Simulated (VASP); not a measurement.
Input of a VASP 6.6.1 run:

Contents of INCAR:

```
SYSTEM = V2O3
  PREC = Accurate
  ENCUT = 520
  EDIFF = 1E-8
  ISMEAR = -1
  SIGMA = 0.05
  LREAL = .False.
  LASPH = .True.
  NELM = 200
  ALGO = Normal
  ISIF = 2
  LWAVE = .False.
  LCHARG = .False.
  ISPIN = 2
  MAGMOM = 2 2 2 2 0 0 0 0 0 0
  LORBIT = 11
  LMAXMIX = 4
  GGA = PS
  LEFG = .True.
  NBANDS = 59
  GGA_COMPAT = .False.
  KPAR = 4
```

KPOINTS

```
regular mesh
0
Gamma
  9 9 9
  0 0 0
```

File POSCAR:

```
V2O3
1.0
    2.4709073542      1.4265790261      4.6634305105
   -2.4709073542      1.4265790261      4.6634305105
    0.0000000000     -2.8531580522      4.6634305105
V O
4 6
Direct
    0.3414049223      0.3414049223      0.3414049223
    0.1585950777      0.1585950777      0.1585950777
    0.6585950777      0.6585950777      0.6585950777
    0.8414049223      0.8414049223      0.8414049223
    0.9269047914      0.2500000000      0.5730952086
    0.5730952086      0.9269047914      0.2500000000
    0.2500000000      0.5730952086      0.9269047914
    0.0730952086      0.7500000000      0.4269047914
    0.4269047914      0.0730952086      0.7500000000
    0.7500000000      0.4269047914      0.0730952086
```

Potentials or basis: VASP PAW PBE potentials, release 64 (V_sv, O).

Launch:

```bash
$ cat potpaw_PBE.64/V_sv/POTCAR potpaw_PBE.64/O/POTCAR > POTCAR
$ mpirun -np 4 vasp_std > vasp.out
```

Estimate the net moment.

4.45 μB per cell.

Estimate the site moments.

V +1.05; O -0.01 μB.

What does it give for the largest force?

0.069 eV/Å.

Estimate the pressure.

-10.3 GPa.

Forces in eV/Å, atoms in the order of the input:
```
V    0.000  0.000 -0.069
V    0.000  0.000  0.069
V    0.000  0.000  0.069
V    0.000  0.000 -0.069
O    0.029  0.050  0.000
O   -0.057  0.000  0.000
O    0.029 -0.050  0.000
O   -0.029 -0.050  0.000
O    0.057  0.000  0.000
O   -0.029  0.050  0.000
```

Caveat: without QUAD_EFG the Cq values of the log hold for a quadrupole moment of 1 mb, not for the nuclei; the PAW data sets were made with another functional, which shifts forces and pressure a little.
